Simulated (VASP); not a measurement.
Na, 1 atom in the cell. The structure is cubic, space group Fm-3m (No. 225). Conventional cell: a = 4.645 Å, b = 4.645 Å, c = 4.645 Å, α = 90.00°, β = 90.00°, γ = 90.00°. Within 4.3 Å of Na (site symmetry m-3m) lie 12 Na at 3.28 Å.  This cell differs from its parent crystal: volume scaled by 0.75.

```yaml
Program: VASP 6.6.1
Task: single point
Functional: LDA
Potentials_or_basis: VASP PAW LDA potentials, release 64 (Na_pv)
Cutoff: 520 eV
k_mesh: 13 × 13 × 13
Occupations: fermi-dirac, width 0.05 eV
Spin: no spin polarisation
Dipole_correction: no
Further_INCAR_settings: ALGO = Normal; EDIFF = 1e-06; NBANDS = 10
```

Potentials or basis: VASP PAW LDA potentials, release 64 (Na_pv).

The run is started by

```bash
$ cat potpaw_LDA.64/Na_pv/POTCAR > POTCAR
$ mpirun -np 1 vasp_std > vasp.out
```

Hardware: 1 thread of Intel(R) Xeon(R) 6975P-C (Granite Rapids), on a shared host.

Question: How long does it take, and how much memory?

Answer: Run time: 4.1 s on 1 thread of Intel(R) Xeon(R) 6975P-C (Granite Rapids), on a shared host, peak memory 0.13 GiB. Counts: scf iterations 9, k points 84.
